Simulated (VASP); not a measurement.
Write the native input for VASP 6.6.1 that does the following.

```yaml
Task: single point
Functional: PBE
Potentials_or_basis: VASP PAW PBE potentials, release 64 (Al, N)
Cutoff: 520 eV
k_mesh: 8 × 8 × 3
Occupations: gaussian, width 0.05 eV
Spin: no spin polarisation
Dipole_correction: no
Further_INCAR_settings: ALGO = Normal; EDIFF = 1e-06; NBANDS = 26
```

The structure of AlN lies in POSCAR:

```
AlN
1.0
   -3.1110021516      0.0000000000      0.0000000000
   -1.5555010758     -2.6942068945      0.0000000000
    0.0000000000      0.0000000000     10.7060000000
Al N
4 4
Direct
    0.3333333333      0.3333333333      0.8404385391
    0.3333333333      0.3333333333      0.3754656268
    0.6666666667      0.6666666667      0.1429791706
    0.6666666667      0.6666666667      0.6079520829
    0.3333333333      0.3333333333      0.0895072856
    0.3333333333      0.3333333333      0.5544801980
    0.6666666667      0.6666666667      0.3219937418
    0.6666666667      0.6666666667      0.7869666542
```

This cell differs from its parent crystal: the distance across one plane changed.

The input as run:

INCAR

```
SYSTEM = AlN
  ALGO = Normal
  EDIFF = 1E-6
  ENCUT = 520
  GGA = PE
  ISIF = 2
  ISMEAR = 0
  LASPH = .TRUE.
  LCHARG = .FALSE.
  LREAL = .FALSE.
  LWAVE = .FALSE.
  NBANDS = 26
  NELM = 100
  PREC = Accurate
  SIGMA = 0.05
```

KPOINTS

```
k-points
0
G
  8 8 3
  0 0 0
```

Potentials or basis: VASP PAW PBE potentials, release 64 (Al, N).

The run is started by

```bash
$ cat potpaw_PBE.64/Al/POTCAR potpaw_PBE.64/N/POTCAR > POTCAR
$ mpirun -np 1 vasp_std > vasp.out
```

It gave:

```
Pressure               : -1.0 GPa
Largest force          : 1.813 eV/Å
Band gap on the k mesh : 1.95 eV
```

Caveat: the cell differs from its parent crystal (the distance across one plane changed); an odd mesh through Γ misses points on the zone boundary, where band edges can lie; forces of over 1 eV/Å act on the atoms, so gaps and moduli don't describe the material at rest.

It took 22 s on 1 thread of Intel(R) Xeon(R) 6975P-C (Granite Rapids) (shared host), peak memory 0.21 GiB.
